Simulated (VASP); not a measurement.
A run of VASP 6.6.1 is set up as follows.

The input INCAR:

```
SYSTEM = Se
PREC = Accurate ; ENCUT = 600
EDIFF = 1E-6 ; ISMEAR = -1
SIGMA = 0.1 ; LREAL = .False.
LASPH = .True. ; NELM = 60
ALGO = Normal ; ISIF = 3
LWAVE = .False. ; LCHARG = .False.
GGA = PE ; IBRION = 2
NSW = 60 ; EDIFFG = -0.005
PSTRESS = 290.0
```

File KPOINTS:

```
regular mesh
0
Gamma
  13 13 13
  0 0 0
```

POSCAR

```
Se
1.0
    1.7727700351     -1.0235092570      3.1318937287
    0.0000000000      2.0470185139      3.1318937287
   -1.7727700351     -1.0235092570      3.1318937287
Se
2
Direct
    0.2320000000      0.2320000000      0.2320000000
   -0.2320000000     -0.2320000000     -0.2320000000
```

Potentials or basis: VASP PAW PBE potentials, release 64 (Se).

The run is started by

```console
$ cat potpaw_PBE.64/Se/POTCAR > POTCAR
$ mpirun -np 1 vasp_std > vasp.out
```

Estimate the space group after relaxing (to 0.05 Å).

R-3m (No. 166).

Estimate the band gap on the k mesh.

zero (band 6 reaches 10.90 eV, above the bottom of band 7 at 5.34 eV).

What does it give for the relaxed cell?

a = 4.057 Å, b = 4.057 Å, c = 4.057 Å, α = 48.55°, β = 48.55°, γ = 48.55°.

Final structure:
```yaml
crystal:
  lattice:
    - [1.66762, -0.96280, 3.57046]
    - [0.00000, 1.92560, 3.57046]
    - [-1.66762, -0.96280, 3.57046]
  atoms:
    - { symbol: Se, position: [0.25000, 0.25000, 0.25000] }
    - { symbol: Se, position: [0.75000, 0.75000, 0.75000] }
```

Caveat: the cell is relaxed towards a set pressure, so the enthalpy falls and the energy may rise.
